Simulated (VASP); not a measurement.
# P (Cmce) in VASP: single point with PBE+D4

Aim: the single point of P with PBE+D4.

Everything below comes from runs of VASP 6.6.1. Logs are shortened: lines on timing, memory, paths and dates and some standing lists are left out, and cuts for length are marked.

## Step 1: The cell of the first run

Symmetry: Cmce, No. 64, orthorhombic system. The conventional cell has a = 3.295 Å, b = 10.930 Å, c = 4.544 Å, α = 90.00°, β = 90.00°, γ = 90.00°. P (site symmetry m) has 3 P at 2.20 to 2.25 Å within 2.9 Å.

## Step 2: Single point, PBE+D4, collinear spin

File POSCAR:

```
P
1.0
    5.7080377311      0.0000000000      0.0000000000
   -4.7567274802      3.1551922950      0.0000000000
    0.0000000000      0.0000000000      4.5436355900
P
4
Direct
    0.9041431300      0.0958568700      0.5888151700
    0.0958568700      0.9041431300      0.4111848300
    0.5958568700      0.4041431300      0.0888151700
    0.4041431300      0.5958568700      0.9111848300
```

File INCAR.step1:

```
SYSTEM = P
PREC = Accurate ; ENCUT = 520
EDIFF = 1E-7 ; ISMEAR = -1
SIGMA = 0.15 ; LREAL = .FALSE.
LASPH = .TRUE. ; NELM = 150
ALGO = Normal ; ISIF = 2
LWAVE = .FALSE. ; LCHARG = .TRUE.
ISPIN = 2 ; MAGMOM = 0.5 -0.5 0.5 -0.5
GGA = PE ; IVDW = 13
NBANDS = 22
```

File KPOINTS.step1:

```
regular mesh
0
G
  8 8 6
  0 0 0
```

File INCAR.step2:

```
SYSTEM = P
PREC = Accurate ; ENCUT = 520
EDIFF = 1E-7 ; ISMEAR = -5
SIGMA = 0.15 ; LREAL = .FALSE.
LASPH = .TRUE. ; NELM = 150
ALGO = Normal ; ISIF = 2
LWAVE = .FALSE. ; LCHARG = .FALSE.
ISPIN = 2 ; MAGMOM = 0.5 -0.5 0.5 -0.5
LORBIT = 11 ; GGA = PE
IVDW = 13 ; NBANDS = 22
NEDOS = 1001 ; ICHARG = 11
```

File KPOINTS.step2:

```
regular mesh
0
G
  12 12 9
  0 0 0
```

Potentials or basis: VASP PAW PBE potentials, release 64 (P).

Launch:

```bash
$ cat potpaw_PBE.64/P/POTCAR > POTCAR
$ cp INCAR.step1 INCAR
$ cp KPOINTS.step1 KPOINTS
$ mpirun -np 1 vasp_std > vasp.out
$ cp INCAR.step2 INCAR
$ cp KPOINTS.step2 KPOINTS
$ mpirun -np 1 vasp_std > vasp.out
```

OUTCAR:

```text
SYSTEM = P
   PREC = Accurate
   ENCUT = 520
   EDIFF = 1E-7
   ISMEAR = -5
   LREAL = .FALSE.
   LASPH = .TRUE.
   NELM = 150
   ISIF = 2
   ISPIN = 2
   LORBIT = 11
   GGA = PE
   IVDW = 13
   ICHARG = 11

 ion  position               nearest neighbor table
   1  0.904  0.096  0.589-   4 2.20   4 2.20   2 2.25
   2  0.096  0.904  0.411-   3 2.20   3 2.20   1 2.25
   3  0.596  0.404  0.089-   2 2.20   2 2.20   4 2.25
   4  0.404  0.596  0.911-   1 2.20   1 2.20   3 2.25

  LATTYP: Found a base centered orthorhombic cell.
 ALAT       =     3.2954862482
 B/A-ratio  =     3.3166806435
 C/A-ratio  =     1.3787451222

  Lattice vectors:

 A1 = (   5.7080377311,   0.0000000000,   0.0000000000)
 A2 = (  -4.7567274802,   3.1551922950,   0.0000000000)
 A3 = (   0.0000000000,   0.0000000000,   4.5436355900)

Analysis of symmetry for initial positions (statically):
=====================================================================
 Subroutine PRICEL returns:
 Original cell was already a primitive cell.

 Routine SETGRP: Setting up the symmetry group for a
 base centered orthorhombic supercell.

 Subroutine GETGRP returns: Found  8 space group operations
 (whereof  4 operations were pure point group operations)
 out of a pool of  8 trial point group operations.

The static configuration has the point symmetry C_2h.
 The point group associated with its full space group is D_2h.

Analysis of symmetry for dynamics (positions and initial velocities):
=====================================================================
 Subroutine PRICEL returns:
 Original cell was already a primitive cell.

 Routine SETGRP: Setting up the symmetry group for a
 base centered orthorhombic supercell.

 Subroutine GETGRP returns: Found  8 space group operations
 (whereof  4 operations were pure point group operations)
 out of a pool of  8 trial point group operations.

The dynamic configuration has the point symmetry C_2h.
 The point group associated with its full space group is D_2h.

Analysis of structural, dynamic, and magnetic symmetry:
=====================================================================
 Subroutine PRICEL returns:
 Original cell was already a primitive cell.

 Routine SETGRP: Setting up the symmetry group for a
 base centered orthorhombic supercell.

 Subroutine GETGRP returns: Found  8 space group operations
 (whereof  4 operations were pure point group operations)
 out of a pool of  8 trial point group operations.

The overall configuration has the point symmetry C_2h.
 The point group associated with its full space group is D_2h.

 Subroutine INISYM returns: Found  8 space group operations
 (whereof  4 operations are pure point group operations),
 and found     1 'primitive' translations

----------------------------------------------------------------------------------------

                                     Primitive cell

  volume of cell :      81.8307

  direct lattice vectors                    reciprocal lattice vectors
     5.708037731  0.000000000  0.000000000     0.175191554  0.264116542  0.000000000
    -4.756727480  3.155192295  0.000000000     0.000000000  0.316937894  0.000000000
     0.000000000  0.000000000  4.543635590     0.000000000  0.000000000  0.220088073

  length of vectors
     5.708037731  5.708037731  4.543635590     0.316937894  0.316937894  0.220088073

  position of ions in fractional coordinates (direct lattice)
     0.904143130  0.095856870  0.588815170
     0.095856870  0.904143130  0.411184830
     0.595856870  0.404143130  0.088815170
     0.404143130  0.595856870  0.911184830

  ion indices of the primitive-cell ions
   primitive index   ion index
                 1           1
                 2           2
                 3           3
                 4           4

----------------------------------------------------------------------------------------

 KPOINTS: regular mesh

Automatic generation of k-mesh.
 Grid dimensions read from file:
 generate k-points for:   12   12    9

 Generating k-lattice:

  Cartesian coordinates                     Fractional coordinates (reciprocal lattice)
     0.014599296  0.022009712  0.000000000     0.083333333  0.000000000  0.000000000
     0.000000000  0.026411491  0.000000000     0.000000000  0.083333333  0.000000000
     0.000000000  0.000000000  0.024454230     0.000000000  0.000000000  0.111111111

  Length of vectors
     0.026411491  0.026411491  0.024454230

  Shift w.r.t. Gamma in fractional coordinates (k-lattice)
     0.000000000  0.000000000  0.000000000

 TETIRR: Found   1950 inequivalent tetrahedra from     7776

 Subroutine IBZKPT returns following result:
 ===========================================

 Found    215 irreducible k-points:

 Following reciprocal coordinates:
            Coordinates               Weight
  0.000000  0.000000  0.000000      1.000000
  0.083333  0.000000  0.000000      4.000000
  0.166667  0.000000  0.000000      4.000000
  0.250000  0.000000  0.000000      4.000000
  0.333333  0.000000  0.000000      4.000000
  0.416667  0.000000  0.000000      4.000000
[... 16 lines left out ...]
  0.500000  0.166667  0.000000      4.000000
 -0.416667  0.166667  0.000000      4.000000
 [... further k-points ...]
   k-points           NKPTS =    215   k-points in BZ     NKDIM =    215   number of bands    NBANDS=     22
   number of dos      NEDOS =   1001   number of ions     NIONS =      4
   total plane-waves  NPLWV =  63504
   dimension x,y,z NGX =    42 NGY =   42 NGZ =   36
   dimension x,y,z NGXF=    84 NGYF=   84 NGZF=   72
   ions per type =               4
   NGX,Y,Z   is equivalent  to a cutoff of  12.23, 12.23, 13.17 a.u.
   NGXF,Y,Z  is equivalent  to a cutoff of  24.46, 24.46, 26.34 a.u.
 SYSTEM =  P
   PREC   = accura    normal or accurate (medium, high low for compatibility)
   ISTART =      0    job   : 0-new  1-cont  2-samecut
   ICHARG =     11    charge: 1-file 2-atom 10-const
   ISPIN  =      2    spin polarized calculation?
   LNONCOLLINEAR =      F non collinear calculations
   LSORBIT =      F    spin-orbit coupling
   LASPH  =      T    aspherical Exc in radial PAW
   ENCUT  =  520.0 eV  38.22 Ry    6.18 a.u.  10.61 10.61  8.45*2*pi/ulx,y,z
   NELM   =    150;   NELMIN=  2; NELMDL=  0     # of ELM steps
   EDIFF  = 0.1E-06   stopping-criterion for ELM
   LREAL  =      F    real-space projection
   EDIFFG = 0.1E-05   stopping-criterion for IOM
   NSW    =      0    number of steps for IOM
   IBRION =     -1    ionic relax: 0-MD 1-quasi-New 2-CG
   NFREE  =      0    steps in history (QN), initial steepest desc. (CG)
   ISIF   =      2    stress and relaxation
   ISYM   =      2    0-nonsym 1-usesym 2-fastsym
   POTIM  = 0.5000    time-step for ionic-motion
   TEBEG  =    0.0;   TEEND  =   0.0 temperature during run
   PSTRESS=    0.0 pullay stress
   NELECT =      20.0000    total number of electrons
   NUPDOWN=      -1.0000    fix difference up-down
   EMIN   =  10.00;   EMAX   =-10.00  energy-range for DOS
   EFERMI =   0.00;   METHOD = LEGACY
   ISMEAR =    -5;   SIGMA  =   0.15  broadening in eV -4-tet -1-fermi 0-gaus
   EFERMI_NEDOS =   21; number of points for ismear=-14 and -15
   IALGO  =     38    algorithm
   IMIX   =      4    mixing-type and parameters
     AMIX     =   0.40;   BMIX     =  1.00
     AMIX_MAG =   1.60;   BMIX_MAG =  1.00
  volume/ion in A,a.u.               =      20.46       138.06
  Fermi-wavevector in a.u.,A,eV,Ry     =   1.023559  1.934246 14.254450  1.047673
  Thomas-Fermi vector in A             =   2.157299
   LORBIT       =     11    0 simple, 1 ext, 2 COOP (PROOUT), +10 PAW based schemes
   GGA     = PE    functional components
   LHFCALC =     F    Hartree Fock is set to
   AEXX    =    0.0000 exact exchange contribution
   IVDW    =    13    specifies the selected vdW correction
   LEPSILON=     F    determine dielectric tensor
   LRPA    =     F    only Hartree local field effects (RPA)
 spin polarized calculation
 Fermi weights with tetrahedron method with Bloechl corrections
  energy-cutoff  :      520.00
  volume of cell :       81.83
 maximum number of plane-waves:      2224

 number of electron      20.0000004 magnetization       0.0000000

 Free energy of the ion-electron system (eV)
  ---------------------------------------------------
  ext. energy  EPLUGINS =         0.00000000
  ---------------------------------------------------
  free energy    TOTEN  =       -21.49383131 eV

  energy without entropy =      -21.49383131  energy(sigma->0) =      -21.49383131

 E-fermi :   5.8840     XC(G=0):  -9.4261

 val. band max:        5.8805009263   @ k =   0.5000   0.5000   0.0000
 cond. band min:       5.9912484174   @ k =   0.5000   0.5000   0.0000
 fundamental gap:      0.1107474911
 Fermi energy:         5.8840182578

 spin component 1

 k-point     1 :       0.0000    0.0000    0.0000
  band No.  band energies     occupation
      1      -9.9436      1.00000
      2      -7.1982      1.00000
      3      -3.9277      1.00000
      4      -0.9026      1.00000
      5       0.9107      1.00000
      6       0.9765      1.00000
[... 14 lines left out ...]
     21      14.3459      0.00000
     22      14.4099      0.00000

 k-point     2 :       0.0833    0.0000    0.0000
  band No.  band energies     occupation
      1      -9.8582      1.00000
      2      -7.1171      1.00000
      3      -3.9595      1.00000
      4      -0.8267      1.00000
      5       0.7694      1.00000
      6       1.0417      1.00000
[... 14 lines left out ...]
     21      14.7281      0.00000
     22      15.1185      0.00000
[... 523 lines left out ...]
     21      15.4442      0.00000
     22      15.5544      0.00000

 k-point    24 :      -0.4167    0.1667    0.0000
  band No.  band energies     occupation
      1      -9.1216      1.00000
      2      -6.6191      1.00000
      3      -4.5191      1.00000
      4      -0.8739      1.00000
      5      -0.1362      1.00000
      6      -0.0219      1.00000
[... 14 lines left out ...]
     21      14.4224      0.00000
     22      16.0620      0.00000

 [... further k-points ...]

 spin component 2

 k-point     1 :       0.0000    0.0000    0.0000
  band No.  band energies     occupation
      1      -9.9436      1.00000
      2      -7.1982      1.00000
      3      -3.9277      1.00000
      4      -0.9026      1.00000
      5       0.9107      1.00000
      6       0.9765      1.00000
[... 14 lines left out ...]
     21      14.3477      0.00000
     22      14.4389      0.00000

 k-point     2 :       0.0833    0.0000    0.0000
  band No.  band energies     occupation
      1      -9.8582      1.00000
      2      -7.1171      1.00000
      3      -3.9595      1.00000
      4      -0.8267      1.00000
      5       0.7694      1.00000
      6       1.0417      1.00000
[... 14 lines left out ...]
     21      14.7280      0.00000
     22      15.0773      0.00000
[... 523 lines left out ...]
     21      15.4407      0.00000
     22      15.5541      0.00000

 k-point    24 :      -0.4167    0.1667    0.0000
  band No.  band energies     occupation
      1      -9.1216      1.00000
      2      -6.6191      1.00000
      3      -4.5191      1.00000
      4      -0.8739      1.00000
      5      -0.1362      1.00000
      6      -0.0219      1.00000
[... 14 lines left out ...]
     21      14.4224      0.00000
     22      16.0640      0.00000

 [... further k-points ...]

------------------------ aborting loop because EDIFF is reached ----------------------------------------

  DFT-D4 for vdW energy calculation

  Edisp (eV):   -1.44578

  FORCE on cell =-STRESS in cart. coord.  units (eV):
  Direction    XX          YY          ZZ          XY          YZ          ZX
  --------------------------------------------------------------------------------------
  -------------------------------------------------------------------------------------
  Total      -0.51781    -0.58267    -0.47715    -0.02151    -0.00000    -0.00000
  in kB     -10.13820   -11.40824    -9.34224    -0.42122    -0.00000    -0.00000
  external pressure =      -10.30 kB  Pullay stress =        0.00 kB

 VOLUME and BASIS-vectors are now :
 -----------------------------------------------------------------------------
  energy-cutoff  :      520.00
  volume of cell :       81.83
      direct lattice vectors                 reciprocal lattice vectors
     5.708037731  0.000000000  0.000000000     0.175191554  0.264116542  0.000000000
    -4.756727480  3.155192295  0.000000000     0.000000000  0.316937894  0.000000000
     0.000000000  0.000000000  4.543635590     0.000000000  0.000000000  0.220088073

 POSITION                                       TOTAL-FORCE (eV/Angst)
 -----------------------------------------------------------------------------------
      4.70492      0.30245      2.67536        -0.139324      0.042007     -0.262748
     -3.75361      2.85275      1.86827         0.139324     -0.042007      0.262748
      1.47877      1.27515      0.40354         0.139324     -0.042007     -0.262748
     -0.52746      1.88004      4.14009        -0.139324      0.042007      0.262748
 -----------------------------------------------------------------------------------
    total drift:                               -0.000000     -0.000000     -0.000000

  FREE ENERGIE OF THE ION-ELECTRON SYSTEM (eV)
  ---------------------------------------------------
  free  energy   TOTEN  =       -22.9396127140 eV

  energy  without entropy=      -22.9396127140  energy(sigma->0) =      -22.93961271

 total charge

# of ion       s       p       d       tot
------------------------------------------
    1        1.078   1.391   0.000   2.469
    2        1.078   1.391   0.000   2.469
    3        1.078   1.391   0.000   2.469
    4        1.078   1.391   0.000   2.469
--------------------------------------------------
tot          4.314   5.563   0.000   9.877

 magnetization (x)

# of ion       s       p       d       tot
------------------------------------------
    1       -0.000  -0.000   0.000  -0.000
    2        0.000   0.000   0.000   0.000
    3       -0.000  -0.000   0.000  -0.000
    4        0.000   0.000   0.000   0.000
--------------------------------------------------
tot          0.000   0.000   0.000   0.000
```

Wall time 24 min (1 thread of Intel Xeon 8259CL, shared host); peak memory 0.61 GiB.

What came out:

| Item | Value |
| --- | --- |
| Net moment | 0.00 μB per cell |
| Valence electrons inside the program's atomic spheres | P 2.47 |
| Dispersion energy per atom | -0.361 eV |

Levels at points of the mesh, in eV from the valence-band top:
Spin up:
```tsv
k point	band 6	band 7	band 8	band 9	band 10	band 11	band 12	band 13	band 14	band 15
(0.00, 0.00, 0.00)	-4.90	-4.08	-2.79	-2.58	-1.23	0.56	1.01	1.89	2.81	5.38
(0.50, 0.00, 0.00)	-5.60	-3.41	-3.41	-2.67	-2.67	0.65	0.65	1.47	1.47	3.30
(0.50, 0.50, 0.00)	-5.52	-4.17	-2.43	-1.60	0.00	0.11	0.77	2.11	2.70	5.11
```
Spin down:
| k point | band 8 | band 9 | band 10 | band 11 | band 12 | band 13 |
| --- | --- | --- | --- | --- | --- | --- |
| (0.00, 0.00, 0.00) | -2.79 | -2.58 | -1.23 | 0.56 | 1.01 | 1.89 |
| (0.50, 0.00, 0.00) | -3.41 | -2.67 | -2.67 | 0.65 | 0.65 | 1.47 |
| (0.50, 0.50, 0.00) | -2.43 | -1.60 | 0.00 | 0.11 | 0.77 | 2.11 |
